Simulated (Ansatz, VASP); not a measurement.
**Two plane-wave programs on N**

```
N
1.0
     2.51947    0.00000    0.00000
    -1.25974    2.18193    0.00000
     0.00000    0.00000    2.44600
N
2
Cartesian
  1.2597 0.7273 0.6115
  0.0000 1.4546 1.8345
```

Alike in both runs: task single point; functional PBEsol; k mesh 8 × 8 × 7; occupations fermi-dirac, width 0.1 eV; no spin polarisation.

|  | VASP | Ansatz |
| --- | --- | --- |
| version | VASP 6.6.1 | Ansatz 0.2.0 |
| potentials or method | VASP PAW PBE potentials, release 64 (N), cutoff 600 eV | plane waves, PAW |
| valence electrons in the cell | 10 | 10 |

Ansatz gave:

* pressure (GPa): -1.5
* traceless stress, the component that is largest in VASP (GPa): -8.90

Problem. Which values does VASP return?

Solution. Pressure (GPa): -2.0; traceless stress, the component that is largest in VASP (GPa): -8.84.

VASP's potentials were made for PBE, not for PBEsol. The functional is the same, so the differences come from potentials, cutoffs and numerics.

The k mesh is coarse, so the values compare programs but aren't converged.
